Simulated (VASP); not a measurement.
# C (P1) in VASP: single point with PBE

Aim: the single point of C with PBE.

Everything below comes from runs of VASP 6.6.1. Logs are shortened: lines on timing, memory, paths and dates and some standing lists are left out, and cuts for length are marked.

## (1) The cell of the first run

The typed cell holds 4 atoms: a = 1.284 Å, b = 8.685 Å, c = 8.685 Å, α = 60.23°, β = 88.48°, γ = 87.32°.

## (2) Single point, PBE

INCAR reads:

```
  ALGO = Normal
  EDIFF = 1E-6
  ENCUT = 520
  GGA = PE
  ISIF = 2
  ISMEAR = 0
  LASPH = True
  LCHARG = False
  LREAL = False
  LWAVE = False
  NBANDS = 16
  NELM = 100
  PREC = Accurate
  SIGMA = 0.1
```

KPOINTS reads:

```
k-points
0
Gamma
  14 4 4
```

POSCAR reads:

```
C
1.0
    1.2840076493      0.0000000000      0.0000000000
    0.4056108163      8.6755012404      0.0000000000
    0.2307949397      4.3055792964      7.5391276421
C
4
Direct
    0.1644977876      0.0430700486      0.0323861076
    0.2928311541      0.4570887428      0.4677400655
    0.4472698085      0.6656146694      0.0338143009
    0.0954012497      0.8342265391      0.4660595260
```

Potentials or basis: VASP PAW PBE potentials, release 64 (C).

Launch:

```bash
> cat potpaw_PBE.64/C/POTCAR > POTCAR
> mpirun -np 1 vasp_std > vasp.out
```

OUTCAR:

```text
EDIFF = 1E-6
   ENCUT = 520
   GGA = PE
   ISIF = 2
   ISMEAR = 0
   LASPH = True
   LREAL = False
   NELM = 100
   PREC = Accurate

 ion  position               nearest neighbor table
   1  0.164  0.043  0.032-
   2  0.293  0.457  0.468-
   3  0.447  0.666  0.034-
   4  0.095  0.834  0.466-

  LATTYP: Found a triclinic cell.
 ALAT       =    15.0784086299
 B/A-ratio  =     0.5759877026
 C/A-ratio  =     1.0039399262
 COS(alpha) =     0.0001117474
 COS(beta)  =     0.4982975696
 COS(gamma) =     0.8660261354

  Lattice vectors:

 A1 = (  -0.5804266929, -13.0454231844,   7.5391276421)
 A2 = (  -0.4056108163,  -8.6755012404,   0.0000000000)
 A3 = (   1.3399867124,  -0.0643426476,  15.0782552842)

Analysis of symmetry for initial positions (statically):
=====================================================================
 Subroutine PRICEL returns:
 Original cell was already a primitive cell.

 Routine SETGRP: Setting up the symmetry group for a
 triclinic supercell.

 Subroutine GETGRP returns: Found  1 space group operations
 (whereof  1 operations were pure point group operations)
 out of a pool of  2 trial point group operations.

The static configuration has the point symmetry C_1 .

Analysis of symmetry for dynamics (positions and initial velocities):
=====================================================================
 Subroutine PRICEL returns:
 Original cell was already a primitive cell.

 Routine SETGRP: Setting up the symmetry group for a
 triclinic supercell.

 Subroutine GETGRP returns: Found  1 space group operations
 (whereof  1 operations were pure point group operations)
 out of a pool of  2 trial point group operations.

The dynamic configuration has the point symmetry C_1 .

 Subroutine INISYM returns: Found  1 space group operations
 (whereof  1 operations are pure point group operations),
 and found     1 'primitive' translations

----------------------------------------------------------------------------------------

                                     Primitive cell

  volume of cell :      83.9814

  direct lattice vectors                    reciprocal lattice vectors
     1.284007649  0.000000000  0.000000000     0.778811560 -0.036412235 -0.003046772
     0.405610816  8.675501240  0.000000000     0.000000000  0.115267115 -0.065828797
     0.230794940  4.305579296  7.539127642     0.000000000  0.000000000  0.132641341

  length of vectors
     1.284007649  8.684977945  8.685028784     0.779668249  0.132740116  0.132641341

  position of ions in fractional coordinates (direct lattice)
     0.164497788  0.043070049  0.032386108
     0.292831154  0.457088743  0.467740066
     0.447269809  0.665614669  0.033814301
     0.095401250  0.834226539  0.466059526

  ion indices of the primitive-cell ions
   primitive index   ion index
                 1           1
                 2           2
                 3           3
                 4           4

----------------------------------------------------------------------------------------

 KPOINTS: k-points

Automatic generation of k-mesh.
 Grid dimensions read from file:
 generate k-points for:   14    4    4

 Generating k-lattice:

  Cartesian coordinates                     Fractional coordinates (reciprocal lattice)
     0.055629397 -0.002600874 -0.000217627     0.071428571  0.000000000  0.000000000
     0.000000000  0.028816779 -0.016457199     0.000000000  0.250000000  0.000000000
     0.000000000  0.000000000  0.033160335     0.000000000  0.000000000  0.250000000

  Length of vectors
     0.055690589  0.033185029  0.033160335

  Shift w.r.t. Gamma in fractional coordinates (k-lattice)
     0.000000000  0.000000000  0.000000000

 Subroutine IBZKPT returns following result:
 ===========================================

 Found    116 irreducible k-points:

 Following reciprocal coordinates:
            Coordinates               Weight
  0.000000  0.000000  0.000000      1.000000
  0.071429  0.000000  0.000000      2.000000
  0.142857  0.000000  0.000000      2.000000
  0.214286  0.000000  0.000000      2.000000
  0.285714  0.000000  0.000000      2.000000
  0.357143  0.000000  0.000000      2.000000
[... 16 lines left out ...]
  0.000000  0.500000 -0.000000      1.000000
  0.071429  0.500000  0.000000      2.000000
 [... further k-points ...]
   k-points           NKPTS =    116   k-points in BZ     NKDIM =    116   number of bands    NBANDS=     16
   number of dos      NEDOS =    301   number of ions     NIONS =      4
   total plane-waves  NPLWV =  49000
   dimension x,y,z NGX =    10 NGY =   70 NGZ =   70
   dimension x,y,z NGXF=    20 NGYF=  140 NGZF=  140
   ions per type =               4
   NGX,Y,Z   is equivalent  to a cutoff of  12.95, 13.40, 13.40 a.u.
   NGXF,Y,Z  is equivalent  to a cutoff of  25.89, 26.80, 26.80 a.u.
 SYSTEM =  unknown system
   PREC   = accura    normal or accurate (medium, high low for compatibility)
   ISTART =      0    job   : 0-new  1-cont  2-samecut
   ICHARG =      2    charge: 1-file 2-atom 10-const
   ISPIN  =      1    spin polarized calculation?
   LNONCOLLINEAR =      F non collinear calculations
   LSORBIT =      F    spin-orbit coupling
   LASPH  =      T    aspherical Exc in radial PAW
   ENCUT  =  520.0 eV  38.22 Ry    6.18 a.u.   2.39 16.15 16.15*2*pi/ulx,y,z
   NELM   =    100;   NELMIN=  2; NELMDL= -5     # of ELM steps
   EDIFF  = 0.1E-05   stopping-criterion for ELM
   LREAL  =      F    real-space projection
   EDIFFG = 0.1E-04   stopping-criterion for IOM
   NSW    =      0    number of steps for IOM
   IBRION =     -1    ionic relax: 0-MD 1-quasi-New 2-CG
   NFREE  =      0    steps in history (QN), initial steepest desc. (CG)
   ISIF   =      2    stress and relaxation
   ISYM   =      2    0-nonsym 1-usesym 2-fastsym
   POTIM  = 0.5000    time-step for ionic-motion
   TEBEG  =    0.0;   TEEND  =   0.0 temperature during run
   PSTRESS=    0.0 pullay stress
   NELECT =      16.0000    total number of electrons
   NUPDOWN=      -1.0000    fix difference up-down
   EMIN   =  10.00;   EMAX   =-10.00  energy-range for DOS
   EFERMI =   0.00;   METHOD = LEGACY
   ISMEAR =     0;   SIGMA  =   0.10  broadening in eV -4-tet -1-fermi 0-gaus
   EFERMI_NEDOS =   21; number of points for ismear=-14 and -15
   IALGO  =     38    algorithm
   IMIX   =      4    mixing-type and parameters
     AMIX     =   0.40;   BMIX     =  1.00
     AMIX_MAG =   1.60;   BMIX_MAG =  1.00
  volume/ion in A,a.u.               =      21.00       141.68
  Fermi-wavevector in a.u.,A,eV,Ry     =   0.942006  1.780133 12.073477  0.887376
  Thomas-Fermi vector in A             =   2.069573
   LORBIT       =      0    0 simple, 1 ext, 2 COOP (PROOUT), +10 PAW based schemes
   GGA     = PE    functional components
   LHFCALC =     F    Hartree Fock is set to
   AEXX    =    0.0000 exact exchange contribution
   IVDW    =     0    specifies the selected vdW correction
   LEPSILON=     F    determine dielectric tensor
   LRPA    =     F    only Hartree local field effects (RPA)
 non-spin polarized calculation
 Gauss-broadening in eV      SIGMA  =   0.10
  energy-cutoff  :      520.00
  volume of cell :       83.98
 maximum number of plane-waves:      2318
 NGX is ok and might be reduce to    10
   NGX =  5   NGY = 33   NGZ = 33

 number of electron      15.9999999 magnetization

 Free energy of the ion-electron system (eV)
  ---------------------------------------------------
  ext. energy  EPLUGINS =         0.00000000
  ---------------------------------------------------
  free energy    TOTEN  =       -33.14697071 eV

  energy without entropy =      -33.14697071  energy(sigma->0) =      -33.14697071

 E-fermi :  -1.7375     XC(G=0):  -6.2412

 val. band max:       -2.1739375027   @ k =   0.2143   0.0000   0.5000
 cond. band min:      -0.3665175851   @ k =   0.2857   0.0000   0.0000
 fundamental gap:      1.8074199176
 Fermi energy:        -1.7375370662

 k-point     1 :       0.0000    0.0000    0.0000
  band No.  band energies     occupation
      1     -17.7917      2.00000
      2     -17.5987      2.00000
      3     -17.5964      2.00000
      4     -17.4376      2.00000
      5      -7.2916      2.00000
      6      -7.2027      2.00000
[... 8 lines left out ...]
     15       4.8121      0.00000
     16       5.7966      0.00000

 k-point     2 :       0.0714    0.0000    0.0000
  band No.  band energies     occupation
      1     -17.5225      2.00000
      2     -17.3358      2.00000
      3     -17.3336      2.00000
      4     -17.1797      2.00000
      5      -6.8506      2.00000
      6      -6.7617      2.00000
[... 8 lines left out ...]
     15       5.2687      0.00000
     16       6.2210      0.00000

 k-point     3 :       0.1429    0.0000    0.0000
  band No.  band energies     occupation
      1     -16.7356      2.00000
      2     -16.5674      2.00000
      3     -16.5654      2.00000
      4     -16.4258      2.00000
      5      -5.5325      2.00000
      6      -5.4437      2.00000
[... 8 lines left out ...]
     15       6.6343      0.00000
     16       7.4671      0.00000

 k-point     4 :       0.2143    0.0000    0.0000
  band No.  band energies     occupation
      1     -15.4981      2.00000
      2     -15.3587      2.00000
      3     -15.3571      2.00000
      4     -15.2401      2.00000
      5      -3.3558      2.00000
      6      -3.2674      2.00000
[... 8 lines left out ...]
     15       8.8829      0.00000
     16       9.3501      0.00000

 k-point     5 :       0.2857    0.0000    0.0000
  band No.  band energies     occupation
      1     -13.9402      2.00000
      2     -13.8367      2.00000
      3     -13.8354      2.00000
      4     -13.7472      2.00000
      5      -0.3665      0.00000
      6      -0.2795      0.00000
[... 8 lines left out ...]
     15      10.8958      0.00000
     16      11.1919      0.00000

 k-point     6 :       0.3571    0.0000    0.0000
  band No.  band energies     occupation
      1     -12.2910      2.00000
      2     -12.2254      2.00000
      3     -12.2246      2.00000
      4     -12.1675      2.00000
      5       3.3088      0.00000
      6       3.3942      0.00000
[... 8 lines left out ...]
     15       9.7217      0.00000
     16      10.1668      0.00000

 k-point     7 :       0.4286    0.0000    0.0000
  band No.  band energies     occupation
      1     -10.9348      2.00000
      2     -10.9012      2.00000
      3     -10.9008      2.00000
      4     -10.8706      2.00000
      5       7.0957      0.00000
      6       7.3114      0.00000
[... 8 lines left out ...]
     15       8.1462      0.00000
     16       8.3745      0.00000

 k-point     8 :       0.5000    0.0000    0.0000
  band No.  band energies     occupation
      1     -10.3867      2.00000
      2     -10.3672      2.00000
      3     -10.3668      2.00000
      4     -10.3485      2.00000
      5       6.9014      0.00000
      6       7.1602      0.00000
[... 8 lines left out ...]
     15       9.9862      0.00000
     16       9.9925      0.00000

 k-point     9 :       0.0000    0.2500   -0.0000
  band No.  band energies     occupation
      1     -17.7884      2.00000
      2     -17.6038      2.00000
      3     -17.5975      2.00000
      4     -17.4349      2.00000
      5      -7.2623      2.00000
      6      -7.1953      2.00000
[... 8 lines left out ...]
     15       4.7918      0.00000
     16       5.5409      0.00000
[... 172 lines left out ...]
 k-point    19 :      -0.2857    0.2500    0.0000
  band No.  band energies     occupation
      1     -13.9384      2.00000
      2     -13.8394      2.00000
      3     -13.8359      2.00000
      4     -13.7458      2.00000
      5      -0.3372      0.00000
      6      -0.2701      0.00000
[... 8 lines left out ...]
     15      10.6332      0.00000
     16      11.0202      0.00000

 k-point    20 :      -0.2143    0.2500   -0.0000
  band No.  band energies     occupation
      1     -15.4956      2.00000
      2     -15.3626      2.00000
      3     -15.3578      2.00000
      4     -15.2381      2.00000
      5      -3.3246      2.00000
      6      -3.2576      2.00000
[... 8 lines left out ...]
     15       8.6304      0.00000
     16       9.0092      0.00000

 k-point    21 :      -0.1429    0.2500    0.0000
  band No.  band energies     occupation
      1     -16.7324      2.00000
      2     -16.5721      2.00000
      3     -16.5663      2.00000
      4     -16.4233      2.00000
      5      -5.5010      2.00000
      6      -5.4341      2.00000
[... 8 lines left out ...]
     15       6.5414      0.00000
     16       7.1377      0.00000

 k-point    22 :      -0.0714    0.2500   -0.0000
  band No.  band energies     occupation
      1     -17.5190      2.00000
      2     -17.3410      2.00000
      3     -17.3346      2.00000
      4     -17.1770      2.00000
      5      -6.8198      2.00000
      6      -6.7529      2.00000
[... 8 lines left out ...]
     15       5.2286      0.00000
     16       5.9468      0.00000

 k-point    23 :       0.0000    0.5000   -0.0000
  band No.  band energies     occupation
      1     -17.7848      2.00000
      2     -17.6098      2.00000
      3     -17.5976      2.00000
      4     -17.4324      2.00000
      5      -7.2252      2.00000
      6      -7.1865      2.00000
[... 8 lines left out ...]
     15       4.7808      0.00000
     16       5.2862      0.00000

 k-point    24 :       0.0714    0.5000    0.0000
  band No.  band energies     occupation
      1     -17.5160      2.00000
      2     -17.3464      2.00000
      3     -17.3348      2.00000
      4     -17.1747      2.00000
      5      -6.7851      2.00000
      6      -6.7458      2.00000
[... 8 lines left out ...]
     15       5.2225      0.00000
     16       5.6911      0.00000

 [... further k-points ...]
[... 5 lines left out ...]
  --------------------------------------------------------------------------------------
  -------------------------------------------------------------------------------------
  Total       -1.7959916      0.8625666      0.8592952     -0.0006500      0.0119760     -0.0006135
  in kB      -34.2634898     16.4558359     16.3934253     -0.0124011      0.2284758     -0.0117037
  external PRESSURE =      -0.4714095 kB  Pullay stress =       0.0000000 kB

 VOLUME and BASIS-vectors are now :
 -----------------------------------------------------------------------------
  energy-cutoff  :      520.00
  volume of cell :       83.98
      direct lattice vectors                 reciprocal lattice vectors
     1.284007649  0.000000000  0.000000000     0.778811560 -0.036412235 -0.003046772
     0.405610816  8.675501240  0.000000000     0.000000000  0.115267115 -0.065828797
     0.230794940  4.305579296  7.539127642     0.000000000  0.000000000  0.132641341

 POSITION                                       TOTAL-FORCE (eV/Angst)
 -----------------------------------------------------------------------------------
      0.23616      0.51310      0.24416         0.000154      0.135376     -0.136907
      0.66935      5.97937      3.52635        -0.000162     -0.137050      0.136036
      0.85208      5.92013      0.25493         0.000244     -0.139931     -0.134717
      0.56843      9.24399      3.51368        -0.000236      0.141605      0.135588
 -----------------------------------------------------------------------------------
    total drift:                               -0.000291      0.000016     -0.000013

  FREE ENERGIE OF THE ION-ELECTRON SYSTEM (eV)
  ---------------------------------------------------
  free  energy   TOTEN  =       -33.1469707117 eV

  energy  without entropy=      -33.1469707116  energy(sigma->0) =      -33.14697071
```

Run time: 2 min. Hardware: 1 thread of Intel Xeon Platinum 8375C at 2.90GHz (Ice Lake), shared host; peak memory 0.27 GiB.

Results:

* Free energy: -33.1470 eV
* Pressure: 0.0 GPa
* Largest force: 0.196 eV/Å
* Band gap on the k mesh: zero (band 8 reaches 7.41 eV, above the bottom of band 9 at -6.35 eV)

Forces on the atoms (eV/Å):
```
C    0.000  0.135 -0.137
C    0.000 -0.137  0.136
C    0.000 -0.140 -0.135
C    0.000  0.142  0.136
```

Stress tensor (GPa, compression positive):
```
-3.43  0.00  0.00
 0.00  1.65  0.02
 0.00  0.02  1.64
```
